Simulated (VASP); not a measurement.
# Ti (Im-3m) in VASP: notebook

Aim: see how the results for Ti move with the level of theory and the settings. Levels: LDA, PBE+D3(BJ), revPBE, PBE. Tasks: single point.

Everything below comes from runs of VASP 6.6.1. Logs are shortened: lines on timing, memory, paths and dates and some standing lists are left out, and cuts for length are marked.

## 1. The cell of the first run

The structure is cubic, space group Im-3m (No. 229). Conventional cell: a = 3.165 Å, b = 3.165 Å, c = 3.165 Å, α = 90.00°, β = 90.00°, γ = 90.00°. Within 3.6 Å of Ti (site symmetry m-3m) lie 14 Ti at 2.74 to 3.17 Å.

## 2. Single point, LDA

Contents of INCAR:

```
SYSTEM = Ti
  ALGO = Normal
  EDIFF = 1E-6
  ENCUT = 520
  ISIF = 2
  ISMEAR = -1
  LASPH = .TRUE.
  LCHARG = .FALSE.
  LREAL = .FALSE.
  LWAVE = .FALSE.
  NBANDS = 12
  NELM = 60
  PREC = Accurate
  SIGMA = 0.05
```

Contents of KPOINTS:

```
k-points
0
G
  11 11 11
  0 0 0
```

Contents of POSCAR:

```
Ti
1.0
   -1.5825784409      1.5825784409      1.5825784409
    1.5825784409     -1.5825784409      1.5825784409
    1.5825784409      1.5825784409     -1.5825784409
Ti
1
Direct
    0.0000000000      0.0000000000      0.0000000000
```

Potentials or basis: VASP PAW LDA potentials, release 64 (Ti_sv).

Launch:

```bash
$ cat potpaw_LDA.64/Ti_sv/POTCAR > POTCAR
$ mpirun -np 1 vasp_std > vasp.out
```

OUTCAR:

```text
SYSTEM = Ti
   EDIFF = 1E-6
   ENCUT = 520
   ISIF = 2
   ISMEAR = -1
   LASPH = .TRUE.
   LREAL = .FALSE.
   NELM = 60
   PREC = Accurate

 ion  position               nearest neighbor table
   1  0.000  0.000  0.000-

  LATTYP: Found a body centered cubic cell.
 ALAT       =     3.1651568818

  Lattice vectors:

 A1 = (  -1.5825784409,   1.5825784409,   1.5825784409)
 A2 = (   1.5825784409,  -1.5825784409,   1.5825784409)
 A3 = (   1.5825784409,   1.5825784409,  -1.5825784409)

Analysis of symmetry for initial positions (statically):
=====================================================================
 Subroutine PRICEL returns:
 Original cell was already a primitive cell.

 Routine SETGRP: Setting up the symmetry group for a
 body centered cubic supercell.

 Subroutine GETGRP returns: Found 48 space group operations
 (whereof 48 operations were pure point group operations)
 out of a pool of 48 trial point group operations.

The static configuration has the point symmetry O_h .

Analysis of symmetry for dynamics (positions and initial velocities):
=====================================================================
 Subroutine PRICEL returns:
 Original cell was already a primitive cell.

 Routine SETGRP: Setting up the symmetry group for a
 body centered cubic supercell.

 Subroutine GETGRP returns: Found 48 space group operations
 (whereof 48 operations were pure point group operations)
 out of a pool of 48 trial point group operations.

The dynamic configuration has the point symmetry O_h .

 Subroutine INISYM returns: Found 48 space group operations
 (whereof 48 operations are pure point group operations),
 and found     1 'primitive' translations

----------------------------------------------------------------------------------------

                                     Primitive cell

  volume of cell :      15.8546

  direct lattice vectors                    reciprocal lattice vectors
    -1.582578441  1.582578441  1.582578441     0.000000000  0.315940106  0.315940106
     1.582578441 -1.582578441  1.582578441     0.315940106  0.000000000  0.315940106
     1.582578441  1.582578441 -1.582578441     0.315940106  0.315940106  0.000000000

  length of vectors
     2.741106267  2.741106267  2.741106267     0.446806782  0.446806782  0.446806782

  position of ions in fractional coordinates (direct lattice)
     0.000000000  0.000000000  0.000000000

  ion indices of the primitive-cell ions
   primitive index   ion index
                 1           1

----------------------------------------------------------------------------------------
[... 80 lines left out ...]
   PSTRESS=    0.0 pullay stress
   NELECT =      12.0000    total number of electrons
   NUPDOWN=      -1.0000    fix difference up-down
   EMIN   =  10.00;   EMAX   =-10.00  energy-range for DOS
   EFERMI =   0.00;   METHOD = LEGACY
   ISMEAR =    -1;   SIGMA  =   0.05  broadening in eV -4-tet -1-fermi 0-gaus
   EFERMI_NEDOS =   21; number of points for ismear=-14 and -15
   IALGO  =     38    algorithm
   IMIX   =      4    mixing-type and parameters
     AMIX     =   0.40;   BMIX     =  1.00
     AMIX_MAG =   1.60;   BMIX_MAG =  1.00
  volume/ion in A,a.u.               =      15.85       106.99
  Fermi-wavevector in a.u.,A,eV,Ry     =   1.491935  2.819349 30.284815  2.225871
  Thomas-Fermi vector in A             =   2.604527
   LORBIT       =      0    0 simple, 1 ext, 2 COOP (PROOUT), +10 PAW based schemes
   GGA     = CA    functional components
   LHFCALC =     F    Hartree Fock is set to
   AEXX    =    0.0000 exact exchange contribution
   IVDW    =     0    specifies the selected vdW correction
   LEPSILON=     F    determine dielectric tensor
   LRPA    =     F    only Hartree local field effects (RPA)
 non-spin polarized calculation
  energy-cutoff  :      520.00
  volume of cell :       15.85
 maximum number of plane-waves:       438
   NGX = 11   NGY = 11   NGZ = 11

 number of electron      11.9999998 magnetization

 Free energy of the ion-electron system (eV)
  ---------------------------------------------------
  ext. energy  EPLUGINS =         0.00000000
  ---------------------------------------------------
  free energy    TOTEN  =        -8.47048430 eV

  energy without entropy =       -8.45404429  energy(sigma->0) =       -8.46226429

 E-fermi :   8.8031     XC(G=0): -12.2220

 val. band max:        8.7780459585   @ k =  -0.3636   0.3636   0.0909
 cond. band min:       8.8436885577   @ k =   0.2727   0.0909   0.0909
 fundamental gap:      0.0656425992
 Fermi energy:         8.8031289570

 k-point     1 :       0.0000    0.0000    0.0000
  band No.  band energies     occupation
      1     -46.8398      2.00000
      2     -22.9365      2.00000
      3     -22.9365      2.00000
      4     -22.9365      2.00000
      5       2.7779      2.00000
      6       9.8537      0.00000
      7       9.8537      0.00000
      8       9.8537      0.00000
      9      11.8386      0.00000
     10      11.8386      0.00000
     11      26.9720      0.00000
     12      26.9720      0.00000
[... 331 lines left out ...]
 k-point    24 :       0.3636    0.1818    0.0909
  band No.  band energies     occupation
      1     -46.6288      2.00000
      2     -23.6982      2.00000
      3     -23.3492      2.00000
      4     -23.0862      2.00000
      5       7.2473      2.00000
      6       8.1207      2.00000
      7       9.0307      0.02087
      8      12.0609      0.00000
      9      12.2823      0.00000
     10      15.9168      0.00000
     11      18.4306      0.00000
     12      20.9653      0.00000

 [... further k-points ...]

------------------------ aborting loop because EDIFF is reached ----------------------------------------

  FORCE on cell =-STRESS in cart. coord.  units (eV):
  Direction    XX          YY          ZZ          XY          YZ          ZX
  --------------------------------------------------------------------------------------
  -------------------------------------------------------------------------------------
  Total       -0.0156145     -0.0156145     -0.0156145      0.0000000     -0.0000000      0.0000000
  in kB       -1.5779111     -1.5779111     -1.5779111      0.0000000     -0.0000000      0.0000000
  external PRESSURE =      -1.5779111 kB  Pullay stress =       0.0000000 kB

 VOLUME and BASIS-vectors are now :
 -----------------------------------------------------------------------------
  energy-cutoff  :      520.00
  volume of cell :       15.85
      direct lattice vectors                 reciprocal lattice vectors
    -1.582578441  1.582578441  1.582578441     0.000000000  0.315940106  0.315940106
     1.582578441 -1.582578441  1.582578441     0.315940106  0.000000000  0.315940106
     1.582578441  1.582578441 -1.582578441     0.315940106  0.315940106  0.000000000

 POSITION                                       TOTAL-FORCE (eV/Angst)
 -----------------------------------------------------------------------------------
      0.00000      0.00000      0.00000         0.000000      0.000000      0.000000
 -----------------------------------------------------------------------------------
    total drift:                                0.000000     -0.000000      0.000000

  FREE ENERGIE OF THE ION-ELECTRON SYSTEM (eV)
  ---------------------------------------------------
  free  energy   TOTEN  =        -8.4704842952 eV

  energy  without entropy=       -8.4540442880  energy(sigma->0) =       -8.46226429
```

stdout:

```text
POSCAR found type information on POSCAR Ti
 POSCAR found :  1 types and       1 ions
 scaLAPACK will be used
 LDA part: xc-table for (Slater(with rela. corr.)+CA(PZ))
 , standard interpolation
 POSCAR, INCAR and KPOINTS ok, starting setup
 FFT: planning ... GRIDC
 FFT: planning ... GRID_SOFT
 FFT: planning ... GRID
 WAVECAR not read
 entering main loop
```

It took 6.7 s on 1 thread of Intel Xeon 6975P-C, shared host; peak memory 0.12 GiB.

Results:

```yaml
Free_energy: -8.4705 eV
Pressure: -0.2 GPa
Band_gap_on_the_k_mesh: zero (band 6 reaches 9.88 eV, above the bottom of band 7 at 8.14 eV)
```

Levels at points of the mesh, in eV from the Fermi level:
```
           k point  band 3  band 4  band 5  band 6  band 7  band 8  band 9  band 10
(0.00, 0.00, 0.00)  -31.74  -31.74   -6.03    1.05    1.05    1.05    3.04     3.04
```

## 3. Single point, PBE+D3(BJ)

This run uses another cell than the first one, of 16.29 Å³/atom, 1.027 times its volume.

Contents of INCAR:

```
  ALGO = Normal
  EDIFF = 1E-6
  ENCUT = 520
  GGA = PE
  ISIF = 2
  ISMEAR = -1
  IVDW = 12
  LASPH = True
  LCHARG = False
  LREAL = False
  LWAVE = False
  NBANDS = 12
  NELM = 100
  PREC = Accurate
  SIGMA = 0.05
```

Contents of KPOINTS:

```
k-points
0
Gamma
  11 11 11
```

Contents of POSCAR:

```
Ti
1.0
   -1.5968780951      1.5968780951      1.5968780951
    1.5968780951     -1.5968780951      1.5968780951
    1.5968780951      1.5968780951     -1.5968780951
Ti
1
Direct
    0.0000000000      0.0000000000      0.0000000000
```

Potentials or basis: VASP PAW PBE potentials, release 64 (Ti_sv).

Launch:

```bash
$ cat potpaw_PBE.64/Ti_sv/POTCAR > POTCAR
$ mpirun -np 1 vasp_std > vasp.out
```

Run time: 9 s. Hardware: 1 thread of Intel Xeon 6975P-C, shared host; peak memory 0.15 GiB.

The run converged. Its results:

- Free energy: -8.3586 eV
- Pressure: -0.3 GPa
- Band gap on the k mesh: zero (band 6 reaches 9.83 eV, above the bottom of band 7 at 8.12 eV)
- Dispersion energy per atom: -0.643 eV

Levels at points of the mesh, in eV from the Fermi level:
```csv
k point,band 4,band 5,band 6,band 7,band 8,band 9
"(0.00, 0.00, 0.00)",-32.16,-6.08,1.06,1.06,1.06,2.96
```

Caveat: pairwise dispersion overbinds metals, which lowers pressure and volume.

## 4. Single point, revPBE

This run uses another cell than the first one, of 17.68 Å³/atom, 1.115 times its volume.

Contents of INCAR:

```
SYSTEM = Ti
PREC = Accurate ; ENCUT = 520
EDIFF = 1E-6 ; ISMEAR = -1
SIGMA = 0.05 ; LREAL = .False.
LASPH = .True. ; NELM = 80
ALGO = Fast ; ISIF = 2
LWAVE = .False. ; LCHARG = .False.
GGA = RE ; NBANDS = 12
```

Contents of KPOINTS:

```
regular mesh
0
Gamma
  11 11 11
  0 0 0
```

Contents of POSCAR:

```
Ti
1.0
   -1.6410000000      1.6410000000      1.6410000000
    1.6410000000     -1.6410000000      1.6410000000
    1.6410000000      1.6410000000     -1.6410000000
Ti
1
Direct
    0.0000000000      0.0000000000      0.0000000000
```

Launch:

```bash
$ cat potpaw_PBE.64/Ti_sv/POTCAR > POTCAR
$ mpirun -np 1 vasp_std > vasp.out
```

Wall time 14 s (1 thread of Intel Xeon 6975P-C, shared host); peak memory 0.14 GiB.

Results (log left out):

| Item | Value |
| --- | --- |
| Free energy | -7.4123 eV |
| Pressure | -0.5 GPa |
| Band gap on the k mesh | zero (band 6 reaches 8.98 eV, above the bottom of band 7 at 7.41 eV) |

Levels at points of the mesh, in eV from the Fermi level:
| k point | band 2 | band 3 | band 4 | band 5 | band 6 | band 7 | band 8 | band 9 | band 10 | band 11 |
| --- | --- | --- | --- | --- | --- | --- | --- | --- | --- | --- |
| (0.00, 0.00, 0.00) | -32.49 | -32.49 | -32.49 | -5.93 | 0.99 | 0.99 | 0.99 | 2.70 | 2.70 | 17.26 |

Caveat: the PAW data sets were made with another functional, which shifts forces and pressure a little.

## 5. Single point, PBE

This run uses another cell than the first one, of 17.68 Å³/atom, 1.115 times its volume.

Contents of INCAR:

```
SYSTEM = Ti
PREC = Accurate
ENCUT = 520
EDIFF = 1E-6
ISMEAR = 0
SIGMA = 0.012
LREAL = .FALSE.
LASPH = .TRUE.
NELM = 60
ALGO = Fast
ISIF = 2
LWAVE = .FALSE.
LCHARG = .TRUE.
GGA = PE
LELF = .TRUE.
LVHAR = .TRUE.
NBANDS = 12
```

Contents of KPOINTS:

```
Automatic mesh
0
G
  11 11 11
  0 0 0
```

POSCAR is that of step 4.

Launch:

```bash
$ cat potpaw_PBE.64/Ti_sv/POTCAR > POTCAR
$ mpirun -np 1 vasp_std > vasp.out
```

Run time: 16 s. Hardware: 1 thread of Intel Xeon 6975P-C, shared host; peak memory 0.14 GiB.

It converged, with:

```
Free energy            : -7.7158 eV
Pressure               : -3.5 GPa
Band gap on the k mesh : zero (band 6 reaches 8.90 eV, above the bottom of band 7 at 7.33 eV)
```

Levels at points of the mesh, in eV from the Fermi level:
```tsv
k point	band 2	band 3	band 4	band 5	band 6	band 7	band 8	band 9	band 10	band 11
(0.00, 0.00, 0.00)	-32.42	-32.42	-32.42	-5.91	0.99	0.99	0.99	2.71	2.71	17.29
```

## 6. Overview

| level | potentials or basis | cell | smearing | gap on the mesh (eV) | pressure (GPa) |
| --- | --- | --- | --- | --- | --- |
| LDA | VASP PAW LDA potentials, release 64 (Ti_sv) | a = 2.741 Å, angles 109.5°, 1 atom | fermi-dirac 0.05 eV | none | -0.2 |
| PBE+D3(BJ) | VASP PAW PBE potentials, release 64 (Ti_sv) | a = 2.766 Å, angles 109.5°, 1 atom | fermi-dirac 0.05 eV | none | -0.3 |
| revPBE | VASP PAW PBE potentials, release 64 (Ti_sv) | a = 2.842 Å, angles 109.5°, 1 atom | fermi-dirac 0.05 eV | none | -0.5 |
| PBE | VASP PAW PBE potentials, release 64 (Ti_sv) | a = 2.842 Å, angles 109.5°, 1 atom | gaussian 0.012 eV | none | -3.5 |

Alike in all rows: task single point; no spin polarisation; k mesh 11 × 11 × 11; cutoff (eV) 520.

Caveats: pairwise dispersion overbinds metals, which lowers pressure and volume (some runs); the PAW data sets were made with another functional, which shifts forces and pressure a little (some runs).

Absolute energies hang on the potentials; compare differences alone.
